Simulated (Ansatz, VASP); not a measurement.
# One calculation of Mg7V, two programs

```xyz
8
Lattice="0.0000 4.4228 4.4228 4.4228 0.0000 4.4228 4.4228 4.4228 0.0000" Properties=species:S:1:pos:R:3 pbc="T T T"
Mg    4.4228    4.4228    4.4228
Mg    2.2114    2.2114    0.0000
Mg    2.2114    4.4228    2.2114
Mg    4.4228    2.2114    2.2114
Mg    2.2114    2.2114    4.4228
Mg    2.2114    0.0000    2.2114
Mg    0.0000    2.2114    2.2114
V     0.0000    0.0000    0.0000
```

Alike in both runs: functional PBE; k mesh 8 × 8 × 8; occupations gaussian, width 0.1 eV; collinear spin.

Ansatz relaxed the structure, and its values are those at the end. VASP's run is a single point on that final structure, the one shown.

|  | VASP | Ansatz |
| --- | --- | --- |
| version | VASP 6.6.1 | Ansatz 0.2.0 |
| potentials or method | VASP PAW PBE potentials, release 64 (Mg, V_sv), cutoff 520 eV | scalar-relativistic, plane waves, PAW |
| valence electrons in the cell | 27 | 83 |

```tsv
	VASP	Ansatz	Ansatz less VASP
gap on the k mesh at the Fermi level (eV)	none	none	-
pressure (GPa)	-1.7	0.0	+1.71
net moment per atom (μB)	0.00	0.32	+0.320
size of the moment on the site where the two differ most (μB)	0.00	2.61	+2.612
```

The net moments are unlike, so the other rows may belong to different states. Site moments also hang on the region over which each program counts them. A gap of «none» marks a metal or a gap that the smearing closes. VASP's potentials hold 27 valence electrons a cell and Ansatz's 83, so a difference there can come from the potentials and not from the codes.
